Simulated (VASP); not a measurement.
# TaH5 (P4/mmm) in VASP: further runs, part 2 of 2

VASP 6.6.1. The steps go on from the part before.

**5. Relaxation of cell and atoms, PBE**

This run uses another cell than the first one, of 11.06 Å³/atom.

Input file INCAR:

```
SYSTEM = TaH5
PREC = Accurate ; ENCUT = 600
EDIFF = 1E-7 ; ISMEAR = 0
SIGMA = 0.1 ; LREAL = .FALSE.
LASPH = .TRUE. ; NELM = 80
ALGO = Normal ; ISIF = 3
LWAVE = .FALSE. ; LCHARG = .FALSE.
GGA = PE ; IBRION = 2
NSW = 90 ; EDIFFG = -0.04
```

Input file KPOINTS:

```
regular mesh
0
G
  4 4 4
  0 0 0
```

Input file POSCAR:

```
TaH5
1.0
    3.8053629500      0.0000000000      0.0000000000
    0.0000000000      3.8053629500      0.0000000000
    0.0000000000      0.0000000000      4.5814480200
Ta H
1 5
Direct
    0.0000000000      0.0000000000      0.0000000000
    0.7951586600      0.5000000000      0.5000000000
    0.2048413400      0.5000000000      0.5000000000
    0.5000000000      0.7951586600      0.5000000000
    0.5000000000      0.2048413400      0.5000000000
    0.5000000000      0.5000000000      0.0000000000
```

Run with:

```console
$ cat potpaw_PBE.64/Ta_pv/POTCAR potpaw_PBE.64/H/POTCAR > POTCAR
$ mpirun -np 1 vasp_std > vasp.out
```

Run time: 3.1 min. Hardware: 1 thread of AMD EPYC 9R45 (Zen 5), shared host; peak memory 0.18 GiB.

It converged, with:

```yaml
Free_energy: -24.5799 eV
Relaxed_volume: 5.12 Å³/atom
Relaxed_cell: a = 3.223 Å, b = 3.223 Å, c = 2.957 Å, α = 90.00°, β = 90.00°, γ = 90.00°
Space_group_after_relaxing_to_0.1_Å: P4/mmm (No. 123)
Pressure_after_relaxing: 0.3 GPa
Largest_force_after_relaxing: 0.019 eV/Å
Band_gap_on_the_k_mesh: zero (bands 8 and 9 overlap by 5.66 eV)
```

Forces in eV/Å, atoms in the order of the input:
```
Ta   0.000  0.000  0.000
H    0.019  0.000  0.000
H   -0.019  0.000  0.000
H    0.000  0.019  0.000
H    0.000 -0.019  0.000
H    0.000  0.000  0.000
```

Stress tensor (GPa, compression positive):
```
 0.94  0.00  0.00
 0.00  0.94  0.00
 0.00  0.00 -1.11
```

Final structure:
```
Ta H
1.0
     3.22340    0.00000    0.00000
     0.00000    3.22340    0.00000
     0.00000    0.00000    2.95696
Ta H
1 5
Direct
  0.00000 0.00000 0.00000
  0.80913 0.50000 0.50000
  0.19087 0.50000 0.50000
  0.50000 0.80913 0.50000
  0.50000 0.19087 0.50000
  0.50000 0.50000 0.00000
```

Levels at points of the mesh, in eV from the Fermi level:
```tsv
k point	band 5	band 6	band 7	band 8	band 9	band 10	band 11	band 12
(0.00, 0.00, 0.00)	-5.63	-4.34	0.63	0.63	2.29	3.08	3.08	3.95
(0.50, 0.00, 0.00)	-10.03	-2.32	-2.01	-0.47	0.66	3.33	3.79	4.97
(0.50, 0.50, 0.00)	-7.36	-7.36	-3.68	1.28	1.28	2.24	3.99	5.23
(0.00, 0.00, 0.50)	-7.94	-2.15	-2.15	-1.85	-1.85	2.88	5.69	6.71
(0.50, 0.00, 0.50)	-7.02	-4.81	-2.82	-0.26	0.65	2.55	2.75	4.58
(0.50, 0.50, 0.50)	-8.66	-6.35	-6.11	3.81	3.81	3.88	4.36	5.17
```

Caveat: the k points lie up to 0.53 Å⁻¹ apart in the final cell, too coarse for converged energies and pressures of a metal; the volume moved by over 15 % at a fixed basis, so the end points are rough; spin-orbit coupling is left out, which moves the levels of the heavy elements.

**6. Relaxation of cell and atoms, PBE**

Input file INCAR:

```
PREC = Accurate
ENCUT = 600
EDIFF = 1E-6
ISMEAR = 0
SIGMA = 0.1
LREAL = F
LASPH = T
NELM = 80
ALGO = Normal
ISIF = 3
LWAVE = F
LCHARG = F
GGA = PE
IBRION = 2
NSW = 90
EDIFFG = -0.04
```

Input file KPOINTS:

```
Automatic mesh
0
Gamma
  6 6 6
```

Input file POSCAR:

```
TaH5
1.0
    3.0390963171      0.0000000000      0.0000000000
    0.0000000000      3.0390963171      0.0000000000
    0.0000000000      0.0000000000      3.5067298962
Ta H
1 5
Direct
    0.0000000000      0.0000000000      0.0000000000
    0.7840893835      0.5000000000      0.5000000000
    0.2159106165      0.5000000000      0.5000000000
    0.5000000000      0.7840893835      0.5000000000
    0.5000000000      0.2159106165      0.5000000000
    0.5000000000      0.5000000000      0.0000000000
```

Potentials or basis: VASP PAW PBE potentials, release 64 (Ta_pv, H).

Run with:

```console
$ cat potpaw_PBE.64/Ta_pv/POTCAR potpaw_PBE.64/H/POTCAR > POTCAR
$ mpirun -np 1 vasp_std > vasp.out
```

Wall time 44 s (1 thread of AMD EPYC 9R45 (Zen 5), shared host); peak memory 0.13 GiB.

It converged, with:

- Free energy: -24.4308 eV
- Relaxed volume: 5.19 Å³/atom
- Relaxed cell: a = 3.121 Å, b = 3.121 Å, c = 3.196 Å, α = 90.00°, β = 90.00°, γ = 90.00°
- Space group after relaxing (to 0.1 Å): P4/mmm (No. 123)
- Energy gained by relaxing: 34.1 meV/atom
- Ionic steps: 7
- Pressure after relaxing: -0.6 GPa
- Largest force after relaxing: 0.010 eV/Å
- Band gap on the k mesh: zero (bands 8 and 9 overlap by 4.08 eV)

Forces on the atoms (eV/Å):
```
Ta   0.000  0.000  0.000
H    0.010  0.000  0.000
H   -0.010  0.000  0.000
H    0.000  0.010  0.000
H    0.000 -0.010  0.000
H    0.000  0.000  0.000
```

Stress tensor (GPa, compression positive):
```
-0.63  0.00  0.00
 0.00 -0.63  0.00
 0.00  0.00 -0.55
```

Step by step:
```tsv
step	energy change (eV)	largest force (eV/Å)	pressure (GPa)	volume (Å³)
1	0.0000	0.1426	-2.13	32.39
2	-0.0557	0.0882	-1.63	32.05
3	-0.1978	0.0270	0.83	30.96
4	-0.1984	0.1167	2.68	30.54
5	-0.2021	0.0740	1.81	30.72
6	-0.2021	0.0664	1.64	30.76
7	-0.2049	0.0103	-0.60	31.13
```

Final structure:
```yaml
crystal:
  lattice:
    - [3.12093, 0.00000, 0.00000]
    - [0.00000, 3.12093, 0.00000]
    - [0.00000, 0.00000, 3.19601]
  atoms:
    - { symbol: Ta, position: [0.00000, 0.00000, 0.00000] }
    - { symbol: H, position: [0.77544, 0.50000, 0.50000] }
    - { symbol: H, position: [0.22456, 0.50000, 0.50000] }
    - { symbol: H, position: [0.50000, 0.77544, 0.50000] }
    - { symbol: H, position: [0.50000, 0.22456, 0.50000] }
    - { symbol: H, position: [0.50000, 0.50000, 0.00000] }
```

Levels at points of the mesh, in eV from the Fermi level:
```
           k point  band 5  band 6  band 7  band 8  band 9  band 10  band 11  band 12
(0.00, 0.00, 0.00)   -5.28   -4.48    0.61    0.61    2.15     2.15     2.31     2.35
(0.50, 0.00, 0.00)   -9.40   -2.52   -1.87   -0.94   -0.89     2.48     3.77     4.60
(0.50, 0.50, 0.00)   -6.47   -6.47   -3.47   -1.18   -0.03    -0.03     4.18     5.96
(0.00, 0.00, 0.50)   -8.80   -2.52   -2.01   -2.01    0.59     2.66     3.67     6.20
(0.50, 0.00, 0.50)   -6.63   -5.33   -3.44    0.17    0.20     1.84     2.18     3.80
(0.50, 0.50, 0.50)   -7.94   -7.94   -7.21    3.19    3.66     3.66     3.96     4.34
```

Caveat: spin-orbit coupling is left out, which moves the levels of the heavy elements.

**7. The runs side by side**

```csv
task,cell,k mesh,cutoff (eV),gap on the mesh (eV),pressure (GPa),largest force (eV/Å)
single point,"a = 3.039, b = 3.039, c = 3.507 Å, 6 atoms, atomic positions A",4 × 4 × 4,520,none,-0.2,0.03
single point,"a = 3.805, b = 3.805, c = 4.581 Å, 6 atoms, atomic positions B",4 × 4 × 4,520,none,-26.2,0.10
single point,"a = 3.118, b = 3.118, c = 3.189 Å, 6 atoms, atomic positions C",6 × 6 × 6,520,none,-0.2,0.01
relaxation of cell and atoms,"relaxed from a = 3.805, b = 3.805, c = 4.581 Å, 6 atoms, atomic positions B",4 × 4 × 4,600,none,0.3,0.02
relaxation of cell and atoms,"relaxed from a = 3.039, b = 3.039, c = 3.507 Å, 6 atoms, atomic positions A",6 × 6 × 6,600,none,-0.6,0.01
```

Alike in all rows: level PBE; potentials or basis VASP PAW PBE potentials, release 64 (Ta_pv, H); no spin polarisation; smearing gaussian 0.1 eV.

Caveats: some runs use coarse meshes; spin-orbit coupling is left out, which moves the levels of the heavy elements; the volume moved by over 15 % at a fixed basis, so the end points are rough (at least some runs).

Absolute energies hang on the potentials; compare differences alone.
